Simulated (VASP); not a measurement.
# W (I4/mmm) in VASP: further runs

Runs on W. Level: PBEsol. Tasks: single point.

All numbers are computed with VASP 6.6.1; they aren't measurements. Logs are shortened: lines on timing, memory, paths and dates and some standing lists are left out, and cuts for length are marked.

### 1 The cell of the first run

The structure is tetragonal, space group I4/mmm (No. 139). The conventional cell has a = 3.067 Å, b = 3.067 Å, c = 2.939 Å, α = 90.00°, β = 90.00°, γ = 90.00°. W (site symmetry 4/mmm) has 14 W at 2.62 to 3.07 Å within 3.5 Å.

### 2 Single point, PBEsol (strain -0.040 along x and y, -0.080 along z)

The input, INCAR:

```
ALGO = Fast ; EDIFF = 1E-7
ENCUT = 520 ; GGA = PS
ISIF = 2 ; ISMEAR = 0
LASPH = T ; LCHARG = F
LREAL = F ; LWAVE = F
NBANDS = 13 ; NELM = 80
PREC = Accurate ; SIGMA = 0.15
```

The input, KPOINTS:

```
k-points
0
Gamma
  20 20 20
```

The input, POSCAR:

```
W
1.0
   -1.5334080000      1.5334080000      1.4695160000
    1.5334080000     -1.5334080000      1.4695160000
    1.5334080000      1.5334080000     -1.4695160000
W
1
Direct
    0.0000000000      0.0000000000      0.0000000000
```

Potentials or basis: VASP PAW PBE potentials, release 64 (W_sv).

The run is started by

```bash
$ cat potpaw_PBE.64/W_sv/POTCAR > POTCAR
$ mpirun -np 1 vasp_std > vasp.out
```

OUTCAR:

```text
EDIFF = 1E-7
   ENCUT = 520
   GGA = PS
   ISIF = 2
   ISMEAR = 0
   LASPH = T
   LREAL = F
   NELM = 80
   PREC = Accurate

 ion  position               nearest neighbor table
   1  0.000  0.000  0.000-

  LATTYP: Found a body centered tetragonal cell.
 ALAT       =     3.0668160000
 C/A-ratio  =     0.9583333333

  Lattice vectors:

 A1 = (  -1.5334080000,   1.5334080000,   1.4695160000)
 A2 = (   1.5334080000,  -1.5334080000,   1.4695160000)
 A3 = (   1.5334080000,   1.5334080000,  -1.4695160000)

Analysis of symmetry for initial positions (statically):
=====================================================================
 Subroutine PRICEL returns:
 Original cell was already a primitive cell.

 Routine SETGRP: Setting up the symmetry group for a
 body centered tetragonal supercell.

 Subroutine GETGRP returns: Found 16 space group operations
 (whereof 16 operations were pure point group operations)
 out of a pool of 16 trial point group operations.

The static configuration has the point symmetry D_4h.

Analysis of symmetry for dynamics (positions and initial velocities):
=====================================================================
 Subroutine PRICEL returns:
 Original cell was already a primitive cell.

 Routine SETGRP: Setting up the symmetry group for a
 body centered tetragonal supercell.

 Subroutine GETGRP returns: Found 16 space group operations
 (whereof 16 operations were pure point group operations)
 out of a pool of 16 trial point group operations.

The dynamic configuration has the point symmetry D_4h.

 Subroutine INISYM returns: Found 16 space group operations
 (whereof 16 operations are pure point group operations),
 and found     1 'primitive' translations

----------------------------------------------------------------------------------------

                                     Primitive cell

  volume of cell :      13.8213

  direct lattice vectors                    reciprocal lattice vectors
    -1.533408000  1.533408000  1.469516000     0.000000000  0.326071078  0.340248082
     1.533408000 -1.533408000  1.469516000     0.326071078  0.000000000  0.340248082
     1.533408000  1.533408000 -1.469516000     0.326071078  0.326071078  0.000000000

  length of vectors
     2.619572000  2.619572000  2.619572000     0.471265430  0.471265430  0.461134141

  position of ions in fractional coordinates (direct lattice)
     0.000000000  0.000000000  0.000000000

  ion indices of the primitive-cell ions
   primitive index   ion index
                 1           1

----------------------------------------------------------------------------------------

 KPOINTS: k-points

Automatic generation of k-mesh.
 Grid dimensions read from file:
 generate k-points for:   20   20   20

 Generating k-lattice:

  Cartesian coordinates                     Fractional coordinates (reciprocal lattice)
     0.000000000  0.016303554  0.017012404     0.050000000  0.000000000  0.000000000
     0.016303554  0.000000000  0.017012404     0.000000000  0.050000000  0.000000000
     0.016303554  0.016303554  0.000000000     0.000000000  0.000000000  0.050000000

  Length of vectors
     0.023563271  0.023563271  0.023056707

  Shift w.r.t. Gamma in fractional coordinates (k-lattice)
     0.000000000  0.000000000  0.000000000

 Subroutine IBZKPT returns following result:
 ===========================================

 Found    641 irreducible k-points:

 Following reciprocal coordinates:
            Coordinates               Weight
  0.000000  0.000000  0.000000      1.000000
  0.050000  0.000000 -0.000000      8.000000
  0.100000  0.000000 -0.000000      8.000000
  0.150000  0.000000 -0.000000      8.000000
  0.200000  0.000000 -0.000000      8.000000
  0.250000  0.000000  0.000000      8.000000
[... 16 lines left out ...]
 -0.400000  0.050000  0.000000     16.000000
 -0.350000  0.050000  0.000000     16.000000
 [... further k-points ...]
   k-points           NKPTS =    641   k-points in BZ     NKDIM =    641   number of bands    NBANDS=     13
   number of dos      NEDOS =    301   number of ions     NIONS =      1
   total plane-waves  NPLWV =   8000
   dimension x,y,z NGX =    20 NGY =   20 NGZ =   20
   dimension x,y,z NGXF=    40 NGYF=   40 NGZF=   40
   ions per type =               1
   NGX,Y,Z   is equivalent  to a cutoff of  12.69, 12.69, 12.69 a.u.
   NGXF,Y,Z  is equivalent  to a cutoff of  25.39, 25.39, 25.39 a.u.
 SYSTEM =  unknown system
   PREC   = accura    normal or accurate (medium, high low for compatibility)
   ISTART =      0    job   : 0-new  1-cont  2-samecut
   ICHARG =      2    charge: 1-file 2-atom 10-const
   ISPIN  =      1    spin polarized calculation?
   LNONCOLLINEAR =      F non collinear calculations
   LSORBIT =      F    spin-orbit coupling
   LASPH  =      T    aspherical Exc in radial PAW
   ENCUT  =  520.0 eV  38.22 Ry    6.18 a.u.   4.87  4.87  4.87*2*pi/ulx,y,z
   NELM   =     80;   NELMIN=  2; NELMDL= -5     # of ELM steps
   EDIFF  = 0.1E-06   stopping-criterion for ELM
   LREAL  =      F    real-space projection
   EDIFFG = 0.1E-05   stopping-criterion for IOM
   NSW    =      0    number of steps for IOM
   IBRION =     -1    ionic relax: 0-MD 1-quasi-New 2-CG
   NFREE  =      0    steps in history (QN), initial steepest desc. (CG)
   ISIF   =      2    stress and relaxation
   ISYM   =      2    0-nonsym 1-usesym 2-fastsym
   POTIM  = 0.5000    time-step for ionic-motion
   TEBEG  =    0.0;   TEEND  =   0.0 temperature during run
   PSTRESS=    0.0 pullay stress
   NELECT =      14.0000    total number of electrons
   NUPDOWN=      -1.0000    fix difference up-down
   EMIN   =  10.00;   EMAX   =-10.00  energy-range for DOS
   EFERMI =   0.00;   METHOD = LEGACY
   ISMEAR =     0;   SIGMA  =   0.15  broadening in eV -4-tet -1-fermi 0-gaus
   EFERMI_NEDOS =   21; number of points for ismear=-14 and -15
   IALGO  =     68    algorithm
   IMIX   =      4    mixing-type and parameters
     AMIX     =   0.40;   BMIX     =  1.00
     AMIX_MAG =   1.60;   BMIX_MAG =  1.00
  volume/ion in A,a.u.               =      13.82        93.27
  Fermi-wavevector in a.u.,A,eV,Ry     =   1.644123  3.106942 36.778450  2.703140
  Thomas-Fermi vector in A             =   2.734142
   LORBIT       =      0    0 simple, 1 ext, 2 COOP (PROOUT), +10 PAW based schemes
   GGA     = PS    functional components
   LHFCALC =     F    Hartree Fock is set to
   AEXX    =    0.0000 exact exchange contribution
   IVDW    =     0    specifies the selected vdW correction
   LEPSILON=     F    determine dielectric tensor
   LRPA    =     F    only Hartree local field effects (RPA)
 non-spin polarized calculation
 RMM-DIIS sequential band-by-band and
 Gauss-broadening in eV      SIGMA  =   0.15
  energy-cutoff  :      520.00
  volume of cell :       13.82
 maximum number of plane-waves:       390
   NGX =  9   NGY =  9   NGZ =  9

 number of electron      14.0000001 magnetization

 Free energy of the ion-electron system (eV)
  ---------------------------------------------------
  ext. energy  EPLUGINS =         0.00000000
  ---------------------------------------------------
  free energy    TOTEN  =       -13.49396241 eV

  energy without entropy =      -13.48920602  energy(sigma->0) =      -13.49158422

 E-fermi :  13.4445     XC(G=0): -14.5539

 val. band max:       13.4365309473   @ k =   0.5000   0.1000   0.0000
 cond. band min:      13.4464872403   @ k =  -0.2500   0.2500   0.1000
 fundamental gap:      0.0099562930
 Fermi energy:        13.4444841454

 k-point     1 :       0.0000    0.0000    0.0000
  band No.  band energies     occupation
      1     -60.6407      2.00000
      2     -23.9416      2.00000
      3     -23.9416      2.00000
      4     -23.9157      2.00000
      5       2.9790      2.00000
      6      11.4258      2.00000
      7      12.1148      2.00000
      8      12.1148      2.00000
      9      15.4202      0.00000
     10      16.3814      0.00000
     11      27.9100      0.00000
     12      27.9100      0.00000
     13      28.8334      0.00000

 k-point     2 :       0.0500    0.0000   -0.0000
  band No.  band energies     occupation
      1     -60.6346      2.00000
      2     -23.9860      2.00000
      3     -23.9585      2.00000
      4     -23.9276      2.00000
      5       3.1270      2.00000
      6      11.4385      2.00000
      7      12.0853      2.00000
      8      12.1458      2.00000
      9      15.3938      0.00000
     10      16.2522      0.00000
     11      28.1604      0.00000
     12      28.1744      0.00000
     13      29.0984      0.00000

 k-point     3 :       0.1000    0.0000   -0.0000
  band No.  band energies     occupation
      1     -60.6171      2.00000
      2     -24.1415      2.00000
      3     -24.0074      2.00000
      4     -23.9334      2.00000
      5       3.5543      2.00000
      6      11.3122      2.00000
      7      11.9709      2.00000
      8      12.4208      2.00000
      9      15.3089      0.00000
     10      16.0102      0.00000
     11      28.7240      0.00000
     12      28.8895      0.00000
     13      29.9513      0.00000
[... 305 lines left out ...]
 k-point    23 :      -0.4000    0.0500    0.0000
  band No.  band energies     occupation
      1     -60.4271      2.00000
      2     -25.6548      2.00000
      3     -24.5169      2.00000
      4     -23.9904      2.00000
      5       6.3967      2.00000
      6       9.2173      2.00000
      7      12.6196      2.00000
      8      16.0876      0.00000
      9      16.8098      0.00000
     10      18.8274      0.00000
     11      26.5215      0.00000
     12      29.1705      0.00000
     13      34.7006      0.00000

 k-point    24 :      -0.3500    0.0500    0.0000
  band No.  band energies     occupation
      1     -60.4588      2.00000
      2     -25.4234      2.00000
      3     -24.4331      2.00000
      4     -23.9824      2.00000
      5       6.3827      2.00000
      6       9.5221      2.00000
      7      11.7100      2.00000
      8      15.8152      0.00000
      9      16.4781      0.00000
     10      17.4056      0.00000
     11      27.4727      0.00000
     12      30.6679      0.00000
     13      35.8316      0.00000

 [... further k-points ...]

------------------------ aborting loop because EDIFF is reached ----------------------------------------

  FORCE on cell =-STRESS in cart. coord.  units (eV):
  Direction    XX          YY          ZZ          XY          YZ          ZX
  --------------------------------------------------------------------------------------
  -------------------------------------------------------------------------------------
  Total        4.1610290      4.1610290      5.9086349      0.0000000      0.0000000      0.0000000
  in kB      482.3491978    482.3491978    684.9328258      0.0000000      0.0000000      0.0000000
  external PRESSURE =     549.8770738 kB  Pullay stress =       0.0000000 kB

 VOLUME and BASIS-vectors are now :
 -----------------------------------------------------------------------------
  energy-cutoff  :      520.00
  volume of cell :       13.82
      direct lattice vectors                 reciprocal lattice vectors
    -1.533408000  1.533408000  1.469516000     0.000000000  0.326071078  0.340248082
     1.533408000 -1.533408000  1.469516000     0.326071078  0.000000000  0.340248082
     1.533408000  1.533408000 -1.469516000     0.326071078  0.326071078  0.000000000

 POSITION                                       TOTAL-FORCE (eV/Angst)
 -----------------------------------------------------------------------------------
      0.00000      0.00000      0.00000         0.000000      0.000000      0.000000
 -----------------------------------------------------------------------------------
    total drift:                                0.000000     -0.000000      0.000000

  FREE ENERGIE OF THE ION-ELECTRON SYSTEM (eV)
  ---------------------------------------------------
  free  energy   TOTEN  =       -13.4939624078 eV

  energy  without entropy=      -13.4892060229  energy(sigma->0) =      -13.49158422
```

Wall time 3.1 min (1 thread of Intel Xeon 8259CL, shared host); peak memory 0.22 GiB.

What came out:

```yaml
Free_energy: -13.4940 eV
Pressure: 55.0 GPa
Band_gap_on_the_k_mesh: zero (bands 7 and 8 overlap by 7.59 eV)
```

Stress tensor (GPa, compression positive):
```
48.23  0.00  0.00
 0.00 48.23  0.00
 0.00  0.00 68.49
```

Caveat: the cell differs from its parent crystal (strain -0.040 along x and y, -0.080 along z); the stress differs along the axes, from 48 to 68 GPa; the PAW data sets were made with another functional, which shifts forces and pressure a little; spin-orbit coupling is left out, which moves the levels of the heavy elements.

(Part 1 of 2 ends here.)

The gap in the log of VASP goes by the Fermi energy; the results here count the filled bands.